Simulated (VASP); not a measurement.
# ZnSe (Stilleite): relaxation of cell and atoms with PBEsol

ZnSe (Stilleite):

```
Zn Se
1.0
     0.00000    2.83380    2.83380
     2.83380    0.00000    2.83380
     2.83380    2.83380    0.00000
Zn Se
1 1
Direct
  0.00000 0.00000 0.00000
  0.25000 0.25000 0.25000
```

```
Program                : VASP 6.6.1
Task                   : relaxation of cell and atoms
Functional             : PBEsol
Potentials or basis    : VASP PAW PBE potentials, release 64 (Zn, Se)
Cutoff                 : 600 eV
k mesh                 : 6 × 6 × 6
Occupations            : fermi-dirac, width 0.01 eV
Spin                   : no spin polarisation
Target pressure        : -2 GPa
Dipole correction      : no
Further INCAR settings : ALGO = Normal; EDIFF = 1e-06; IBRION = 2; EDIFFG = -0.01; NSW = 100; ISIF = 3
```

- Relaxed volume: 23.20 Å³/atom
- Relaxed cell: a = 4.033 Å, b = 4.033 Å, c = 4.033 Å, α = 60.00°, β = 60.00°, γ = 60.00°
- Space group after relaxing (to 0.05 Å): F-43m (No. 216)
- Energy change on relaxing (the enthalpy is what falls): +4.0 meV/atom
- Ionic steps: 3
- Pressure after relaxing: -2.0 GPa
- Band gap on the k mesh: 1.09 eV, direct

Step by step:
| step | energy change (eV) | largest force (eV/Å) | pressure (GPa) | volume (Å³) |
| --- | --- | --- | --- | --- |
| 1 | 0.0000 | 0.0000 | -0.88 | 45.51 |
| 2 | 0.0102 | 0.0000 | -2.21 | 46.57 |
| 3 | 0.0080 | 0.0000 | -2.02 | 46.39 |

Final structure:
```
Zn Se
1.0
     0.00000    2.85197    2.85197
     2.85197    0.00000    2.85197
     2.85197    2.85197    0.00000
Zn Se
1 1
Cartesian
  0.0000 0.0000 0.0000
  1.4260 1.4260 1.4260
```

Levels at points of the mesh, in eV from the valence-band top:
```tsv
k point	band 5	band 6	band 7	band 8	band 9	band 10	band 11	band 12	band 13
(0.00, 0.00, 0.00)	-6.14	-6.14	0.00	0.00	0.00	1.09	5.73	5.73	5.73
(0.50, 0.00, 0.00)	-6.12	-5.98	-5.16	-0.85	-0.85	2.41	6.30	6.30	8.35
(0.50, 0.50, 0.00)	-6.09	-5.97	-4.71	-2.14	-2.14	2.88	3.37	10.47	11.04
```

Wall time 66 s on 1 thread of AMD EPYC 7R13, on a shared host, peak memory 0.16 GiB.

Caveat: the cell is relaxed towards a set pressure, so the enthalpy falls and the energy may rise; the PAW data sets were made with another functional, which shifts forces and pressure a little. Zero-point motion and thermal expansion aren't in these numbers.
